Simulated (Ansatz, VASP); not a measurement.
# Cu in VASP and in Ansatz

The input INCAR:

```
PREC = Accurate ; ENCUT = 700
EDIFF = 1E-7 ; ISMEAR = 0
SIGMA = 0.1 ; LREAL = F
LASPH = T ; NELM = 120
ALGO = Normal ; ISIF = 3
LWAVE = F ; LCHARG = F
GGA = PS ; IBRION = 2
NSW = 100 ; EDIFFG = -0.05
GGA_COMPAT = F ; NELMIN = 4
```

File KPOINTS:

```
regular mesh
0
Gamma
  10 10 10
```

Contents of POSCAR:

```
Cu
1.0
    0.0000000000      1.8250000000      1.8250000000
    1.8250000000      0.0000000000      1.8250000000
    1.8250000000      1.8250000000      0.0000000000
Cu
1
Direct
    0.0000000000      0.0000000000      0.0000000000
```

Input for Ansatz:

```yaml
crystal:
  lattice:
    - [0.0, 1.825, 1.825]
    - [1.825, 0.0, 1.825]
    - [1.825, 1.825, 0.0]
  atoms:
    - { symbol: Cu, position: [0.0, 0.0, 0.0] }
basis:
  ecutwfc: 420
kpoints:
  mp_grid: { grid: [10, 10, 10] }
hamiltonian:
  xc: pbesol
  pseudopotentials: { kind: paw, azcp: { folder: soft_1 } }
scf:
  occupations: { method: gaussian, width: 0.1 }
output:
  forces: true
  stress: true
  eigenvalues: true
relax:
  adjacent_minimum: "off"
  f_tol: 0.05
  max_steps: 80
  cell: { stress_tol: 0.5 }
```

Alike in both runs: task relaxation of cell and atoms; functional PBEsol; k mesh 10 × 10 × 10; occupations gaussian, width 0.1 eV; no spin polarisation.

|  | VASP | Ansatz |
| --- | --- | --- |
| version | VASP 6.6.1 | Ansatz 0.2.0 |
| potentials or method | VASP PAW PBE potentials, release 64 (Cu_sv_GW), cutoff 700 eV | scalar-relativistic, plane waves, PAW |
| valence electrons in the cell | 19 | 19 |

|  | VASP | Ansatz | Ansatz less VASP |
| --- | --- | --- | --- |
| gap on the k mesh at the Fermi level, each at its own relaxed structure (eV) | none | none | - |
| relaxed volume (Å³/atom) | 11.10 | 11.31 | +0.219 |
| relaxed cell length with the largest relative difference (Å) | 2.504 | 2.520 | +0.0164 |

VASP's potentials were made for PBE, not for PBEsol, and Ansatz warns of the same on its side. A gap of «none» marks a metal or a gap that the smearing closes.
